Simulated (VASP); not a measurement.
## CdS: single point with PBE

Crystal: CdS.

```
CELL_PARAMETERS angstrom
0.00000 2.82208 2.89091
2.82208 0.00000 2.89091
2.82208 2.82208 0.00000
ATOMIC_POSITIONS crystal
Cd 0.00000 0.00000 0.00000
S 0.50000 0.50000 0.50000
```

This cell differs from its parent crystal: strain +0.025 along x and y, +0.050 along z.

```yaml
Program: VASP 6.6.1
Task: single point
Functional: PBE
Potentials_or_basis: VASP PAW PBE potentials, release 64 (Cd, S)
Cutoff: 520 eV
k_mesh: 10 × 10 × 10
Occupations: gaussian, width 0.03 eV
Spin: no spin polarisation
Dipole_correction: no
Further_INCAR_settings: ALGO = Normal; EDIFF = 1e-06; NBANDS = 16
```

The pressure is -5.6 GPa and the band gap on the k mesh is 0.14 eV, indirect (least direct gap 0.87 eV).

Stress tensor (GPa, compression positive):
```
-5.35  0.00  0.00
 0.00 -5.35  0.00
 0.00  0.00 -6.03
```

Levels at points of the mesh, in eV from the valence-band top:
| k point | band 5 | band 6 | band 7 | band 8 | band 9 | band 10 | band 11 | band 12 | band 13 | band 14 |
| --- | --- | --- | --- | --- | --- | --- | --- | --- | --- | --- |
| (0.00, 0.00, 0.00) | -7.49 | -7.49 | -0.63 | -0.63 | -0.50 | 0.37 | 9.04 | 9.17 | 9.17 | 10.23 |
| (0.50, 0.00, 0.00) | -7.35 | -7.35 | -4.36 | -0.11 | -0.02 | 3.52 | 5.80 | 5.81 | 5.99 | 11.72 |
| (0.50, 0.50, 0.00) | -7.31 | -6.85 | -3.54 | -1.72 | -1.72 | 0.23 | 6.21 | 8.87 | 10.44 | 10.44 |
| (0.50, 0.00, 0.50) | -7.30 | -6.80 | -3.57 | -1.88 | -1.67 | 0.14 | 6.10 | 9.11 | 10.03 | 10.54 |

Run time: 66 s on 1 thread of Intel(R) Xeon(R) Platinum 8259CL CPU @ 2.50GHz (Skylake/Cascade Lake), with other jobs on the host, peak memory 0.22 GiB.

Caveat: the cell differs from its parent crystal (strain +0.025 along x and y, +0.050 along z). A k mesh can miss the band edges.
